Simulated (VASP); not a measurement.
**Cd: single point with LDA**

The system is Cd.

```
CELL_PARAMETERS angstrom
-1.78432 1.78432 1.78432
1.78432 -1.78432 1.78432
1.78432 1.78432 -1.78432
ATOMIC_POSITIONS crystal
Cd 0.00000 0.00000 0.00000
```

| Quantity | Value |
| --- | --- |
| Program | VASP 6.6.1 |
| Task | single point |
| Functional | LDA |
| Potentials or basis | VASP PAW LDA potentials, release 64 (Cd) |
| Cutoff | 520 eV |
| k mesh | 11 × 11 × 11 |
| Occupations | fermi-dirac, width 0.15 eV |
| Spin | no spin polarisation |

- Pressure: -4.8 GPa
- Band gap on the k mesh: zero (band 6 reaches 4.59 eV, above the bottom of band 7 at 1.43 eV)

Levels at points of the mesh, in eV from the Fermi level:
| k point | band 3 | band 4 | band 5 | band 6 | band 7 | band 8 | band 9 | band 10 |
| --- | --- | --- | --- | --- | --- | --- | --- | --- |
| (0.00, 0.00, 0.00) | -9.05 | -8.52 | -8.44 | -8.44 | 15.47 | 15.47 | 15.47 | 15.72 |

Wall time 5.1 s on 1 thread of Intel(R) Xeon(R) Platinum 8375C CPU @ 2.90GHz (Ice Lake), on a shared host, peak memory 0.13 GiB.
